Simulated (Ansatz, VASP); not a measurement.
## One calculation of NaF, two programs

```
CELL_PARAMETERS angstrom
0.00000 2.60795 1.84382
2.60795 0.00000 1.84382
2.60795 2.60795 0.00000
ATOMIC_POSITIONS crystal
Na 0.00000 0.00000 0.00000
F 0.50000 0.50000 0.50000
```

Alike in both runs: task single point; functional r2SCAN; k mesh 10 × 10 × 10; occupations gaussian, width 0.05 eV; no spin polarisation.

|  | VASP | Ansatz |
| --- | --- | --- |
| version | VASP 6.6.1 | Ansatz 0.2.0 |
| potentials or method | VASP PAW PBE potentials, release 64 (Na_pv, F), cutoff 520 eV | scalar-relativistic, plane waves, PAW |
| valence electrons in the cell | 14 | 16 |

```csv
,VASP,Ansatz,Ansatz less VASP
gap on the k mesh at the Fermi level (eV),6.45,6.52,+0.071
least direct gap on the mesh (eV),6.45,6.52,+0.071
pressure (GPa),20.1,19.6,-0.51
"traceless stress, the component that is largest in VASP (GPa)",50.46,48.37,-2.093
```

VASP's potentials were made for PBE, not for r2SCAN. With one functional, cell and mesh, what is left measures potentials, basis and numerics. VASP's potentials hold 14 valence electrons a cell and Ansatz's 16, so a difference there can come from the potentials and not from the codes.
